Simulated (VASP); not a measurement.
# KPt: single point with BLYP

The system is KPt.

```xyz
2
Lattice="2.9807 0.0000 0.0000 -1.4904 2.5814 0.0000 0.0000 0.0000 5.3097" Properties=species:S:1:pos:R:3 pbc="T T T"
Pt    1.4904    0.8605    0.0000
K     0.0000    0.0000    2.6549
```

- Program: VASP 6.6.1
- Task: single point
- Functional: BLYP
- Potentials or basis: VASP PAW PBE potentials, release 64 (Pt, K_sv)
- Cutoff: 520 eV
- k mesh: 10 × 10 × 5
- Occupations: fermi-dirac, width 0.05 eV
- Spin: no spin polarisation

* Pressure: 6.9 GPa

Stress tensor (GPa, compression positive):
```
7.34 0.00 0.00
0.00 7.34 0.00
0.00 0.00 5.89
```

Levels at points of the mesh, in eV from the Fermi level:
```tsv
k point	band 7	band 8	band 9	band 10	band 11	band 12	band 13	band 14
(0.00, 0.00, 0.00)	-2.43	-2.43	-1.03	-1.03	1.81	1.86	5.42	5.42
(0.50, 0.00, 0.00)	-2.30	-1.57	0.08	0.58	1.82	2.26	3.64	8.01
```

Wall time 58 s on 1 thread of Intel Xeon 8259CL, with other jobs on the host, peak memory 0.18 GiB.

Caveat: the PAW data sets were made with another functional, which shifts forces and pressure a little; spin-orbit coupling is left out, which moves the levels of the heavy elements.
